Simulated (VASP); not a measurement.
# MgO (Fm-3m) in VASP: a series of runs

MgO is run at these levels: LDA; tasks: single point, relaxation of cell and atoms.

Everything below comes from runs of VASP 6.6.1. Logs are shortened: lines on timing, memory, paths and dates and some standing lists are left out, and cuts for length are marked.

**Experimental background.**

“Electronic structure of alkaline earth and post-transition metal oxides”, 2009, arxiv:0908.1581 quotes, for a bulk crystal of MgO: band gap 7.83 eV.

The runs below are set against these values where they give the same quantity.

### 1 The cell of the first run

Symmetry: Fm-3m, No. 225, cubic system. The conventional cell has a = 4.159 Å, b = 4.159 Å, c = 4.159 Å, α = 90.00°, β = 90.00°, γ = 90.00°. Within 2.8 Å of Mg (site symmetry m-3m) lie 6 O at 2.08 Å. O (site symmetry m-3m) has 6 Mg at 2.08 Å within 2.8 Å.

### 2 Single point, LDA

INCAR reads:

```
PREC = Accurate ; ENCUT = 520
EDIFF = 1E-6 ; ISMEAR = 0
SIGMA = 0.1 ; LREAL = F
LASPH = T ; NELM = 100
ALGO = Normal ; ISIF = 2
LWAVE = F ; LCHARG = F
NBANDS = 11
```

KPOINTS reads:

```
Automatic mesh
0
Gamma
  8 8 8
```

POSCAR reads:

```
MgO
1.0
    0.0000000000      2.0796349157      2.0796349157
    2.0796349157      0.0000000000      2.0796349157
    2.0796349157      2.0796349157      0.0000000000
Mg O
1 1
Direct
    0.0000000000      0.0000000000      0.0000000000
    0.5000000000      0.5000000000      0.5000000000
```

Potentials or basis: VASP PAW LDA potentials, release 64 (Mg, O).

Started as:

```sh
cat potpaw_LDA.64/Mg/POTCAR potpaw_LDA.64/O/POTCAR > POTCAR
mpirun -np 1 vasp_std > vasp.out
```

OUTCAR:

```text
PREC = Accurate
   ENCUT = 520
   EDIFF = 1E-6
   ISMEAR = 0
   LREAL = F
   LASPH = T
   NELM = 100
   ISIF = 2

 ion  position               nearest neighbor table
   1  0.000  0.000  0.000-   2 2.08   2 2.08   2 2.08   2 2.08   2 2.08   2 2.08
   2  0.500  0.500  0.500-   1 2.08   1 2.08   1 2.08   1 2.08   1 2.08   1 2.08

  LATTYP: Found a face centered cubic cell.
 ALAT       =     4.1592698314

  Lattice vectors:

 A1 = (   0.0000000000,   2.0796349157,   2.0796349157)
 A2 = (   2.0796349157,   0.0000000000,   2.0796349157)
 A3 = (   2.0796349157,   2.0796349157,   0.0000000000)

Analysis of symmetry for initial positions (statically):
=====================================================================
 Subroutine PRICEL returns:
 Original cell was already a primitive cell.

 Routine SETGRP: Setting up the symmetry group for a
 face centered cubic supercell.

 Subroutine GETGRP returns: Found 48 space group operations
 (whereof 48 operations were pure point group operations)
 out of a pool of 48 trial point group operations.

The static configuration has the point symmetry O_h .

Analysis of symmetry for dynamics (positions and initial velocities):
=====================================================================
 Subroutine PRICEL returns:
 Original cell was already a primitive cell.

 Routine SETGRP: Setting up the symmetry group for a
 face centered cubic supercell.

 Subroutine GETGRP returns: Found 48 space group operations
 (whereof 48 operations were pure point group operations)
 out of a pool of 48 trial point group operations.

The dynamic configuration has the point symmetry O_h .

 Subroutine INISYM returns: Found 48 space group operations
 (whereof 48 operations are pure point group operations),
 and found     1 'primitive' translations

----------------------------------------------------------------------------------------

                                     Primitive cell

  volume of cell :      17.9883

  direct lattice vectors                    reciprocal lattice vectors
     0.000000000  2.079634916  2.079634916    -0.240426815  0.240426815  0.240426815
     2.079634916  0.000000000  2.079634916     0.240426815 -0.240426815  0.240426815
     2.079634916  2.079634916  0.000000000     0.240426815  0.240426815 -0.240426815

  length of vectors
     2.941047903  2.941047903  2.941047903     0.416431460  0.416431460  0.416431460

  position of ions in fractional coordinates (direct lattice)
     0.000000000  0.000000000  0.000000000
     0.500000000  0.500000000  0.500000000

  ion indices of the primitive-cell ions
   primitive index   ion index
                 1           1
                 2           2

----------------------------------------------------------------------------------------

 KPOINTS: Automatic mesh

Automatic generation of k-mesh.
 Grid dimensions read from file:
 generate k-points for:    8    8    8

 Generating k-lattice:

  Cartesian coordinates                     Fractional coordinates (reciprocal lattice)
    -0.030053352  0.030053352  0.030053352     0.125000000  0.000000000  0.000000000
     0.030053352 -0.030053352  0.030053352     0.000000000  0.125000000  0.000000000
     0.030053352  0.030053352 -0.030053352     0.000000000  0.000000000  0.125000000

  Length of vectors
     0.052053932  0.052053932  0.052053932

  Shift w.r.t. Gamma in fractional coordinates (k-lattice)
     0.000000000  0.000000000  0.000000000

 Subroutine IBZKPT returns following result:
 ===========================================

 Found     29 irreducible k-points:

 Following reciprocal coordinates:
            Coordinates               Weight
  0.000000  0.000000  0.000000      1.000000
  0.125000  0.000000  0.000000      8.000000
  0.250000  0.000000  0.000000      8.000000
  0.375000  0.000000  0.000000      8.000000
  0.500000  0.000000  0.000000      4.000000
  0.125000  0.125000  0.000000      6.000000
[... 16 lines left out ...]
  0.500000  0.250000  0.125000     48.000000
 -0.375000  0.250000  0.125000     24.000000
 [... further k-points ...]
   k-points           NKPTS =     29   k-points in BZ     NKDIM =     29   number of bands    NBANDS=     11
   number of dos      NEDOS =    301   number of ions     NIONS =      2
   total plane-waves  NPLWV =  13824
   dimension x,y,z NGX =    24 NGY =   24 NGZ =   24
   dimension x,y,z NGXF=    48 NGYF=   48 NGZF=   48
   ions per type =               1   1
   NGX,Y,Z   is equivalent  to a cutoff of  13.57, 13.57, 13.57 a.u.
   NGXF,Y,Z  is equivalent  to a cutoff of  27.13, 27.13, 27.13 a.u.
 SYSTEM =  unknown system
   PREC   = accura    normal or accurate (medium, high low for compatibility)
   ISTART =      0    job   : 0-new  1-cont  2-samecut
   ICHARG =      2    charge: 1-file 2-atom 10-const
   ISPIN  =      1    spin polarized calculation?
   LNONCOLLINEAR =      F non collinear calculations
   LSORBIT =      F    spin-orbit coupling
   LASPH  =      T    aspherical Exc in radial PAW
   ENCUT  =  520.0 eV  38.22 Ry    6.18 a.u.   5.47  5.47  5.47*2*pi/ulx,y,z
   NELM   =    100;   NELMIN=  2; NELMDL= -5     # of ELM steps
   EDIFF  = 0.1E-05   stopping-criterion for ELM
   LREAL  =      F    real-space projection
   EDIFFG = 0.1E-04   stopping-criterion for IOM
   NSW    =      0    number of steps for IOM
   IBRION =     -1    ionic relax: 0-MD 1-quasi-New 2-CG
   NFREE  =      0    steps in history (QN), initial steepest desc. (CG)
   ISIF   =      2    stress and relaxation
   ISYM   =      2    0-nonsym 1-usesym 2-fastsym
   POTIM  = 0.5000    time-step for ionic-motion
   TEBEG  =    0.0;   TEEND  =   0.0 temperature during run
   PSTRESS=    0.0 pullay stress
   NELECT =       8.0000    total number of electrons
   NUPDOWN=      -1.0000    fix difference up-down
   EMIN   =  10.00;   EMAX   =-10.00  energy-range for DOS
   EFERMI =   0.00;   METHOD = LEGACY
   ISMEAR =     0;   SIGMA  =   0.10  broadening in eV -4-tet -1-fermi 0-gaus
   EFERMI_NEDOS =   21; number of points for ismear=-14 and -15
   IALGO  =     38    algorithm
   IMIX   =      4    mixing-type and parameters
     AMIX     =   0.40;   BMIX     =  1.00
     AMIX_MAG =   1.60;   BMIX_MAG =  1.00
  volume/ion in A,a.u.               =       8.99        60.70
  Fermi-wavevector in a.u.,A,eV,Ry     =   1.249610  2.361420 21.245830  1.561524
  Thomas-Fermi vector in A             =   2.383642
   LORBIT       =      0    0 simple, 1 ext, 2 COOP (PROOUT), +10 PAW based schemes
   GGA     = CA    functional components
   LHFCALC =     F    Hartree Fock is set to
   AEXX    =    0.0000 exact exchange contribution
   IVDW    =     0    specifies the selected vdW correction
   LEPSILON=     F    determine dielectric tensor
   LRPA    =     F    only Hartree local field effects (RPA)
 non-spin polarized calculation
 Gauss-broadening in eV      SIGMA  =   0.10
  energy-cutoff  :      520.00
  volume of cell :       17.99
 maximum number of plane-waves:       531
 NGX is ok and might be reduce to    24
   NGX = 11   NGY = 11   NGZ = 11

 number of electron       8.0000000 magnetization

 Free energy of the ion-electron system (eV)
  ---------------------------------------------------
  ext. energy  EPLUGINS =         0.00000000
  ---------------------------------------------------
  free energy    TOTEN  =       -13.44475734 eV

  energy without entropy =      -13.44475734  energy(sigma->0) =      -13.44475734

 E-fermi :   3.6803     XC(G=0): -11.7757

 val. band max:        3.1738528647   @ k =   0.0000   0.0000   0.0000
 cond. band min:       8.2082131054   @ k =   0.0000   0.0000   0.0000
 fundamental gap:      5.0343602407
 Fermi energy:         3.6803464398

 k-point     1 :       0.0000    0.0000    0.0000
  band No.  band energies     occupation
      1     -14.0316      2.00000
      2       3.1739      2.00000
      3       3.1739      2.00000
      4       3.1739      2.00000
      5       8.2082      0.00000
      6      18.9044      0.00000
      7      18.9044      0.00000
      8      18.9044      0.00000
      9      23.0290      0.00000
     10      24.7198      0.00000
     11      24.7198      0.00000

 k-point     2 :       0.1250    0.0000    0.0000
  band No.  band energies     occupation
      1     -13.8499      2.00000
      2       2.1944      2.00000
      3       3.0613      2.00000
      4       3.0613      2.00000
      5       9.1084      0.00000
      6      17.2428      0.00000
      7      19.2852      0.00000
      8      19.2852      0.00000
      9      23.7861      0.00000
     10      23.7861      0.00000
     11      25.2560      0.00000

 k-point     3 :       0.2500    0.0000    0.0000
  band No.  band energies     occupation
      1     -13.3745      2.00000
      2       0.4062      2.00000
      3       2.8026      2.00000
      4       2.8026      2.00000
      5      10.5021      0.00000
      6      15.7640      0.00000
      7      19.8440      0.00000
      8      19.8440      0.00000
      9      23.3931      0.00000
     10      23.3931      0.00000
     11      25.4417      0.00000

 k-point     4 :       0.3750    0.0000    0.0000
  band No.  band energies     occupation
      1     -12.8307      2.00000
      2      -1.1000      2.00000
      3       2.5599      2.00000
      4       2.5599      2.00000
      5      11.0999      0.00000
      6      15.7112      0.00000
      7      19.7185      0.00000
      8      19.7185      0.00000
      9      24.6281      0.00000
     10      24.7239      0.00000
     11      24.7239      0.00000
[... 239 lines left out ...]
 k-point    22 :       0.3750    0.2500    0.1250
  band No.  band energies     occupation
      1     -13.0327      2.00000
      2       0.0273      2.00000
      3       1.9431      2.00000
      4       2.5108      2.00000
      5      11.9268      0.00000
      6      14.5901      0.00000
      7      18.3722      0.00000
      8      20.8452      0.00000
      9      21.3449      0.00000
     10      25.7343      0.00000
     11      29.2638      0.00000

 k-point    23 :       0.5000    0.2500    0.1250
  band No.  band energies     occupation
      1     -12.6029      2.00000
      2      -0.7254      2.00000
      3       1.3325      2.00000
      4       2.2412      2.00000
      5      12.8285      0.00000
      6      14.8886      0.00000
      7      17.2154      0.00000
      8      20.4634      0.00000
      9      22.9727      0.00000
     10      25.7518      0.00000
     11      29.4440      0.00000

 k-point    24 :      -0.3750    0.2500    0.1250
  band No.  band energies     occupation
      1     -12.4096      2.00000
      2      -1.0521      2.00000
      3       1.1145      2.00000
      4       2.1149      2.00000
      5      12.9402      0.00000
      6      15.5277      0.00000
      7      16.7775      0.00000
      8      20.2227      0.00000
      9      23.8698      0.00000
     10      25.4150      0.00000
     11      29.5655      0.00000

 [... further k-points ...]

------------------------ aborting loop because EDIFF is reached ----------------------------------------

  FORCE on cell =-STRESS in cart. coord.  units (eV):
  Direction    XX          YY          ZZ          XY          YZ          ZX
  --------------------------------------------------------------------------------------
  -------------------------------------------------------------------------------------
  Total       -0.1898011     -0.1898011     -0.1898011      0.0000000      0.0000000     -0.0000000
  in kB      -16.9051137    -16.9051137    -16.9051137      0.0000000      0.0000000     -0.0000000
  external PRESSURE =     -16.9051137 kB  Pullay stress =       0.0000000 kB

 VOLUME and BASIS-vectors are now :
 -----------------------------------------------------------------------------
  energy-cutoff  :      520.00
  volume of cell :       17.99
      direct lattice vectors                 reciprocal lattice vectors
     0.000000000  2.079634916  2.079634916    -0.240426815  0.240426815  0.240426815
     2.079634916  0.000000000  2.079634916     0.240426815 -0.240426815  0.240426815
     2.079634916  2.079634916  0.000000000     0.240426815  0.240426815 -0.240426815

 POSITION                                       TOTAL-FORCE (eV/Angst)
 -----------------------------------------------------------------------------------
      0.00000      0.00000      0.00000         0.000000      0.000000      0.000000
      2.07963      2.07963      2.07963         0.000000      0.000000      0.000000
 -----------------------------------------------------------------------------------
    total drift:                               -0.000000     -0.000000      0.000000

  FREE ENERGIE OF THE ION-ELECTRON SYSTEM (eV)
  ---------------------------------------------------
  free  energy   TOTEN  =       -13.4447573359 eV

  energy  without entropy=      -13.4447573359  energy(sigma->0) =      -13.44475734
```

It took 2.7 s on 1 thread of Intel Xeon 6975P-C (Granite Rapids), shared host; peak memory 0.12 GiB.

Results:

- Free energy: -13.4448 eV
- Pressure: -1.7 GPa
- Band gap on the k mesh: 5.03 eV, direct

Levels at points of the mesh, in eV from the valence-band top:
| k point | band 1 | band 2 | band 3 | band 4 | band 5 | band 6 | band 7 | band 8 |
| --- | --- | --- | --- | --- | --- | --- | --- | --- |
| (0.00, 0.00, 0.00) | -17.21 | 0.00 | 0.00 | 0.00 | 5.03 | 15.73 | 15.73 | 15.73 |
| (0.50, 0.00, 0.00) | -15.75 | -4.87 | -0.71 | -0.71 | 7.97 | 12.83 | 16.39 | 16.39 |
| (0.50, 0.50, 0.00) | -15.47 | -4.31 | -1.43 | -1.43 | 8.92 | 10.12 | 13.30 | 19.21 |

(Continued in part 2 of 2.)
